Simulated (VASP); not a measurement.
Write the native input for VASP 6.6.1 that does the following.

| Quantity | Value |
| --- | --- |
| Task | relaxation of cell and atoms |
| Functional | PBE |
| Potentials or basis | VASP PAW PBE potentials, release 64 (Al) |
| Cutoff | 600 eV |
| k mesh | 22 × 22 × 20 |
| Occupations | gaussian, width 0.1 eV |
| Spin | no spin polarisation |
| Dipole correction | no |
| Further INCAR settings | ALGO = Fast; EDIFF = 1e-06; IBRION = 2; EDIFFG = -0.01; NSW = 100; ISIF = 3 |

The structure of Al lies in POSCAR:

```
Al
1.0
    1.3702131394     -2.4383382031      0.0000000000
    1.3702131394      2.4383382031      0.0000000000
    0.0000000000      0.0000000000      2.8030355428
Al
1
Direct
    0.0000000000      0.0000000000      0.5000000000
```

The input as run:

INCAR

```
PREC = Accurate ; ENCUT = 600
EDIFF = 1E-6 ; ISMEAR = 0
SIGMA = 0.1 ; LREAL = F
LASPH = T ; NELM = 100
ALGO = Fast ; ISIF = 3
LWAVE = F ; LCHARG = F
GGA = PE ; IBRION = 2
NSW = 100 ; EDIFFG = -0.01
```

KPOINTS

```
regular mesh
0
Gamma
  22 22 20
```

Potentials or basis: VASP PAW PBE potentials, release 64 (Al).

Run with:

```console
$ cat potpaw_PBE.64/Al/POTCAR > POTCAR
$ mpirun -np 1 vasp_std > vasp.out
```

It gave:

```yaml
Relaxed_volume: 18.77 Å³/atom
Relaxed_cell: a = 2.781 Å, b = 2.781 Å, c = 2.802 Å, α = 90.00°, β = 90.00°, γ = 120.02°
Space_group_after_relaxing_to_0.1_Å: P6/mmm (No. 191)
Energy_gained_by_relaxing: 1.0 meV/atom
Ionic_steps: 5
Pressure_after_relaxing: 0.0 GPa
Band_gap_on_the_k_mesh: zero (an odd number of electrons rules out a gap without spin polarisation)
```

It took 3.6 min on 1 thread of AMD EPYC 7R43 64-Core Processor (Zen 3), on a shared host, peak memory 0.25 GiB.
